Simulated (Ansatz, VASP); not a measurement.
BiTe in VASP and in Ansatz

Contents of INCAR:

```
ALGO = Normal
EDIFF = 1E-6
ENCUT = 520
GGA = PS
GGA_COMPAT = F
ISIF = 2
ISMEAR = -1
LASPH = T
LCHARG = F
LNONCOLLINEAR = T
LORBIT = 11
LORBMOM = T
LREAL = F
LSORBIT = T
LWAVE = F
MAGMOM = 0 0 0 0 0 0
NBANDS = 33
NELM = 150
PREC = Accurate
SIGMA = 0.05
```

The input KPOINTS:

```
k-points
0
Gamma
  5 5 5
```

POSCAR

```
BiTe
1.0
    2.4227077728      1.3987509848      3.3172919545
   -2.4227077728      1.3987509848      3.3172919545
    0.0000000000     -2.7975019696      3.3172919545
Bi Te
1 1
Direct
    0.5000000000      0.5000000000      0.5000000000
    0.0000000000      0.0000000000      0.0000000000
```

File input.yaml:

```yaml
crystal:
  lattice:
    - [2.4227077728, 1.3987509848, 3.3172919545]
    - [-2.4227077728, 1.3987509848, 3.3172919545]
    - [0.0, -2.7975019696, 3.3172919545]
  atoms:
    - { symbol: Bi, position: [0.5, 0.5, 0.5] }
    - { symbol: Te, position: [0.0, 0.0, 0.0] }
hamiltonian:
  xc: pbesol
  pseudopotentials: { kind: paw_fr }
magnetization:
  noncollinear: true
  spin_orbit: true
kpoints:
  mp_grid: { grid: [5, 5, 5] }
  band_path:
    path:
      - [[0.0, 0.0, 0.0], [0.5, 0.0, 0.0], [0.5, 0.2851949954, -0.2851949954]]
      - [[0.7148050046, 0.5, 0.2851949954], [0.5, 0.5, 0.5], [0.0, 0.0, 0.0], [0.3925974977, 0.0, -0.3925974977]]
      - [[0.6074025023, 0.3925974977, 0.0], [0.5, 0.5, 0.0], [0.6074025023, 0.6074025023, 0.2851949954], [0.5, 0.5, 0.5]]
      - [[0.5, 0.0, 0.0], [0.7148050046, 0.3925974977, 0.3925974977]]
    npoints: 14
scf:
  occupations: { method: fermi_dirac, width: 0.05 }
  n_extra_bands: 6
output:
  forces: true
  stress: true
  eigenvalues: true
  fatbands: true
```

Alike in both runs: functional PBEsol; k mesh 5 × 5 × 5; occupations fermi-dirac, width 0.05 eV; non-collinear spin, spin-orbit coupling.

|  | VASP | Ansatz |
| --- | --- | --- |
| version | VASP 6.6.1 | Ansatz 0.2.0 |
| potentials or method | VASP PAW PBE potentials, release 64 (Bi_d, Te) | Ansatz PAW |
| plane-wave cutoff (eV) | 520 | 420 |
| valence electrons in the cell | 21 | 31 |
| task | single point | band structure |

Ansatz gave:

* pressure (GPa): -1.2
* traceless stress, the component that is largest in VASP (GPa): 0.34
* net moment per atom (μB): 0.00

Question: Which values does VASP return?

Answer: Pressure (GPa): -1.4; traceless stress, the component that is largest in VASP (GPa): 0.21; net moment per atom (μB): 0.00.

VASP's potentials were made for PBE, not for PBEsol. The functional is the same, so the differences come from potentials, cutoffs and numerics. VASP's potentials hold 21 valence electrons a cell and Ansatz's 31, so a difference there can come from the potentials and not from the codes.
